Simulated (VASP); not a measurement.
# P (Pm-3m) in VASP: further runs, part 2 of 2

VASP 6.6.1. The steps go on from the part before.

## 3. Relaxation of cell and atoms, PBEsol+D4, target pressure 12.5 GPa, at which the enthalpy is minimised

This run uses another cell than the first one, of 16.75 Å³/atom.

INCAR

```
PREC     = Accurate       # precision mode
ENCUT    = 500            # plane-wave cutoff, eV
EDIFF    = 1E-7           # SCF threshold, eV
ISMEAR   = 0              # smearing method
SIGMA    = 0.1            # smearing width, eV
LREAL    = False          # projectors in reciprocal space
LASPH    = True           # aspherical terms in the spheres
NELM     = 120            # most SCF steps
ALGO     = Normal         # electronic algorithm
ISIF     = 3              # what is computed and relaxed
LWAVE    = False          # write WAVECAR
LCHARG   = False          # write CHGCAR
GGA      = PS             # functional
IVDW     = 13             # dispersion correction
IBRION   = 2              # ionic algorithm
NSW      = 100            # ionic steps
EDIFFG   = -0.05          # ionic threshold
PSTRESS  = 125.0        
GGA_COMPAT= False        
NELMIN   = 4
```

KPOINTS

```
regular mesh
0
Gamma
  8 8 8
```

POSCAR

```
P
1.0
    2.5585688000      0.0000000000      0.0000000000
    0.0000000000      2.5585688000      0.0000000000
    0.0000000000      0.0000000000      2.5585688000
P
1
Direct
    0.0000000000      0.0000000000      0.0000000000
```

Potentials or basis: VASP PAW PBE potentials, release 64 (P).

Command:

```console
> cat potpaw_PBE.64/P/POTCAR > POTCAR
> mpirun -np 1 vasp_std > vasp.out
```

It took 5.2 s on 1 thread of Intel Xeon 6975P-C (Granite Rapids), shared host; peak memory 0.12 GiB.

It converged, with:

```
Free energy                                                : -6.0044 eV
Relaxed volume                                             : 12.89 Å³/atom
Relaxed cell                                               : a = 2.345 Å, b = 2.345 Å, c = 2.345 Å, α = 90.00°, β = 90.00°, γ = 90.00°
Space group after relaxing (to 0.1 Å)                      : Pm-3m (No. 221)
Energy change on relaxing (the run minimises the enthalpy) : -147.4 meV/atom
Ionic steps                                                : 3
Pressure after relaxing                                    : 11.9 GPa
Band gap on the k mesh                                     : zero (an odd number of electrons rules out a gap without spin polarisation)
Dispersion energy per atom                                 : -0.317 eV
```

The path:
```
step  energy change (eV)  largest force (eV/Å)  pressure (GPa)  volume (Å³)
   1              0.0000                0.0000          -16.68        16.75
   2              0.4133                0.0000           72.02        10.39
   3             -0.1474                0.0000           11.90        12.89
```

Final structure:
```
CELL_PARAMETERS angstrom
2.34487 0.00000 0.00000
0.00000 2.34487 0.00000
0.00000 0.00000 2.34487
ATOMIC_POSITIONS crystal
P 0.00000 0.00000 0.00000
```

Levels at points of the mesh, in eV from the Fermi level:
| k point | band 1 | band 2 | band 3 | band 4 | band 5 | band 6 |
| --- | --- | --- | --- | --- | --- | --- |
| (0.00, 0.00, 0.00) | -17.73 | 5.79 | 5.79 | 5.79 | 6.75 | 6.75 |
| (0.50, 0.00, 0.00) | -12.73 | -9.73 | 9.17 | 9.17 | 9.62 | 14.98 |
| (0.50, 0.50, 0.00) | -7.22 | -5.81 | -5.81 | 0.18 | 12.35 | 17.85 |
| (0.50, 0.50, 0.50) | -2.21 | -2.21 | -2.21 | -0.03 | 4.30 | 4.30 |

Caveat: the cell is relaxed towards a set pressure, so the run minimises the enthalpy, not the energy; the volume moved by over 15 % at a fixed basis, so the end points are rough; the PAW data sets were made with another functional, which shifts forces and pressure a little.

## 4. Single point, PBEsol+D4

This run uses another cell than the first one, of 12.07 Å³/atom.

INCAR

```
ALGO     = Normal         # electronic algorithm
EDIFF    = 1E-6           # SCF threshold, eV
ENCUT    = 500            # plane-wave cutoff, eV
GGA      = PS             # functional
GGA_COMPAT= F            
ISIF     = 2              # what is computed and relaxed
ISMEAR   = 0              # smearing method
IVDW     = 13             # dispersion correction
LASPH    = T              # aspherical terms in the spheres
LCHARG   = F              # write CHGCAR
LREAL    = F              # projectors in reciprocal space
LWAVE    = F              # write WAVECAR
NBANDS   = 8              # bands
NELM     = 120            # most SCF steps
PREC     = Accurate       # precision mode
SIGMA    = 0.1            # smearing width, eV
```

KPOINTS

```
k-points
0
Gamma
  18 18 18
```

POSCAR

```
P
1.0
    2.2941455954      0.0000000000      0.0000000000
    0.0000000000      2.2941455954      0.0000000000
    0.0000000000      0.0000000000      2.2941455954
P
1
Direct
    0.0000000000      0.0000000000      0.0000000000
```

Command:

```console
> cat potpaw_PBE.64/P/POTCAR > POTCAR
> mpirun -np 1 vasp_std > vasp.out
```

Wall time 6.7 s (1 thread of Intel Xeon 6975P-C (Granite Rapids), shared host); peak memory 0.12 GiB.

It converged, with:

```yaml
Free_energy: -5.9359 eV
Pressure: 25.1 GPa
Band_gap_on_the_k_mesh: zero (an odd number of electrons rules out a gap without spin polarisation)
Dispersion_energy_per_atom: -0.337 eV
```

Levels at points of the mesh, in eV from the Fermi level:
| k point | band 1 | band 2 | band 3 | band 4 | band 5 | band 6 |
| --- | --- | --- | --- | --- | --- | --- |
| (0.00, 0.00, 0.00) | -18.50 | 6.18 | 6.18 | 6.18 | 6.63 | 6.63 |
| (0.50, 0.00, 0.00) | -13.11 | -10.37 | 9.67 | 9.90 | 9.90 | 15.26 |
| (0.50, 0.50, 0.00) | -7.15 | -6.17 | -6.17 | -0.28 | 13.42 | 18.31 |
| (0.50, 0.50, 0.50) | -2.29 | -2.29 | -2.29 | 0.88 | 4.04 | 4.04 |

Caveat: the cell stands under pressure; the PAW data sets were made with another functional, which shifts forces and pressure a little.

## 5. Single point, PBEsol+D4

This run uses another cell than the first one, of 12.41 Å³/atom.

INCAR

```
  ALGO = Normal
  EDIFF = 1E-6
  ENCUT = 500
  GGA = PS
  GGA_COMPAT = F
  ISIF = 2
  ISMEAR = 0
  IVDW = 13
  LASPH = T
  LCHARG = T
  LELF = T
  LREAL = F
  LVHAR = T
  LWAVE = F
  NBANDS = 8
  NELM = 120
  PREC = Accurate
  SIGMA = 0.1
```

KPOINTS is that of step 4.

POSCAR

```
P
1.0
    2.3154079048      0.0000000000      0.0000000000
    0.0000000000      2.3154079048      0.0000000000
    0.0000000000      0.0000000000      2.3154079048
P
1
Direct
    0.0000000000      0.0000000000      0.0000000000
```

Command:

```console
> cat potpaw_PBE.64/P/POTCAR > POTCAR
> mpirun -np 1 vasp_std > vasp.out
```

Wall time 7.7 s (1 thread of Intel Xeon 6975P-C (Granite Rapids), shared host); peak memory 0.12 GiB.

The run converged. Its results:

```
Free energy                : -5.9823 eV
Pressure                   : 18.8 GPa
Band gap on the k mesh     : zero (an odd number of electrons rules out a gap without spin polarisation)
Dispersion energy per atom : -0.329 eV
```

Levels at points of the mesh, in eV from the Fermi level:
| k point | band 1 | band 2 | band 3 | band 4 | band 5 | band 6 |
| --- | --- | --- | --- | --- | --- | --- |
| (0.00, 0.00, 0.00) | -18.17 | 6.01 | 6.01 | 6.01 | 6.68 | 6.68 |
| (0.50, 0.00, 0.00) | -12.95 | -10.10 | 9.58 | 9.58 | 9.64 | 15.14 |
| (0.50, 0.50, 0.00) | -7.19 | -6.02 | -6.02 | -0.09 | 12.95 | 18.11 |
| (0.50, 0.50, 0.50) | -2.26 | -2.26 | -2.26 | 0.48 | 4.14 | 4.14 |

Caveat: the cell stands under pressure; the PAW data sets were made with another functional, which shifts forces and pressure a little.

## 6. Single point, PBEsol+D4

This run uses another cell than the first one, of 12.81 Å³/atom.

INCAR

```
SYSTEM = P
PREC     = Accurate       ! precision mode
ENCUT    = 500            ! plane-wave cutoff, eV
EDIFF    = 1E-6           ! SCF threshold, eV
ISMEAR   = 0              ! smearing method
SIGMA    = 0.1            ! smearing width, eV
LREAL    = .FALSE.        ! projectors in reciprocal space
LASPH    = .TRUE.         ! aspherical terms in the spheres
NELM     = 120            ! most SCF steps
ALGO     = Normal         ! electronic algorithm
ISIF     = 2              ! what is computed and relaxed
LWAVE    = .FALSE.        ! write WAVECAR
LCHARG   = .FALSE.        ! write CHGCAR
GGA      = PS             ! functional
IVDW     = 13             ! dispersion correction
NBANDS   = 8              ! bands
GGA_COMPAT= .FALSE.
```

KPOINTS

```
Automatic mesh
0
G
  18 18 18
  0 0 0
```

POSCAR

```
P
1.0
    2.3396370207      0.0000000000      0.0000000000
    0.0000000000      2.3396370207      0.0000000000
    0.0000000000      0.0000000000      2.3396370207
P
1
Direct
    0.0000000000      0.0000000000      0.0000000000
```

Potentials or basis: VASP PAW PBE potentials, release 64 (P).

Command:

```console
> cat potpaw_PBE.64/P/POTCAR > POTCAR
> mpirun -np 1 vasp_std > vasp.out
```

Run time: 6.8 s. Hardware: 1 thread of Intel Xeon 6975P-C (Granite Rapids), shared host; peak memory 0.12 GiB.

Results (log left out):

```yaml
Free_energy: -6.0209 eV
Pressure: 12.6 GPa
Band_gap_on_the_k_mesh: zero (an odd number of electrons rules out a gap without spin polarisation)
Dispersion_energy_per_atom: -0.319 eV
```

Levels at points of the mesh, in eV from the Fermi level:
| k point | band 1 | band 2 | band 3 | band 4 | band 5 | band 6 | band 7 | band 8 |
| --- | --- | --- | --- | --- | --- | --- | --- | --- |
| (0.00, 0.00, 0.00) | -17.82 | 5.82 | 5.82 | 5.82 | 6.73 | 6.73 | 15.76 | 26.37 |
| (0.50, 0.00, 0.00) | -12.77 | -9.80 | 9.23 | 9.23 | 9.62 | 15.00 | 15.00 | 17.74 |
| (0.50, 0.50, 0.00) | -7.23 | -5.85 | -5.85 | 0.13 | 12.44 | 17.88 | 17.88 | 18.96 |
| (0.50, 0.50, 0.50) | -2.23 | -2.23 | -2.23 | 0.05 | 4.26 | 4.26 | 4.26 | 10.78 |

Caveat: the cell stands under pressure; the PAW data sets were made with another functional, which shifts forces and pressure a little.

## 7. The runs side by side

```csv
task,cell,k mesh,gap on the mesh (eV),pressure (GPa)
single point,"a = 2.341 Å, 1 atom",8 × 8 × 8,none,12.5
relaxation of cell and atoms,"relaxed to 12.5 GPa from a = 2.559 Å, 1 atom",8 × 8 × 8,none,11.9
single point,"a = 2.294 Å, 1 atom",18 × 18 × 18,none,25.1
single point,"a = 2.315 Å, 1 atom",18 × 18 × 18,none,18.8
single point,"a = 2.340 Å, 1 atom",18 × 18 × 18,none,12.6
```

Alike in all rows: level PBEsol+D4; potentials or basis VASP PAW PBE potentials, release 64 (P); no spin polarisation; cutoff (eV) 500; smearing gaussian 0.1 eV.

Caveats: the PAW data sets were made with another functional, which shifts forces and pressure a little; the cell stands under pressure (at least some runs); the cell is relaxed towards a set pressure, so the run minimises the enthalpy, not the energy (at least some runs); the volume moved by over 15 % at a fixed basis, so the end points are rough (at least some runs).

Absolute energies hang on the potentials; compare differences alone.
